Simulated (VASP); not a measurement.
A run of VASP 6.6.1:

The input INCAR:

```
SYSTEM = SiC
PREC     = Accurate       ! precision mode
ENCUT    = 520            ! plane-wave cutoff, eV
EDIFF    = 1E-6           ! SCF threshold, eV
ISMEAR   = 0              ! smearing method
SIGMA    = 0.01           ! smearing width, eV
LREAL    = .FALSE.        ! projectors in reciprocal space
LASPH    = .TRUE.         ! aspherical terms in the spheres
NELM     = 60             ! most SCF steps
ALGO     = Normal         ! electronic algorithm
ISIF     = 2              ! what is computed and relaxed
LWAVE    = .FALSE.        ! write WAVECAR
LCHARG   = .FALSE.        ! write CHGCAR
GGA      = PE             ! functional
NBANDS   = 16             ! bands
```

The input KPOINTS:

```
Automatic mesh
0
G
  8 8 8
  0 0 0
```

Contents of POSCAR:

```
SiC
1.0
    1.5328666620      0.8850009799      5.2879229077
   -1.5328666620      0.8850009799      5.2879229077
    0.0000000000     -1.7700019598      5.2879229077
C Si
2 2
Direct
    0.4496676742      0.4496676742      0.4496676742
    0.5503323258      0.5503323258      0.5503323258
    0.9255061281      0.9255061281      0.9255061281
    0.0744938719      0.0744938719      0.0744938719
```

Potentials or basis: VASP PAW PBE potentials, release 64 (C, Si).

Command:

```sh
$ cat potpaw_PBE.64/C/POTCAR potpaw_PBE.64/Si/POTCAR > POTCAR
$ mpirun -np 1 vasp_std > vasp.out
```

Hardware: 1 thread of Intel Xeon 6975P-C (shared host).

Question: Estimate the wall time of this run.

Answer: It took 2 min on 1 thread of Intel Xeon 6975P-C, with other jobs on the host, peak memory 0.25 GiB. Counts: scf iterations 13, k points 65.
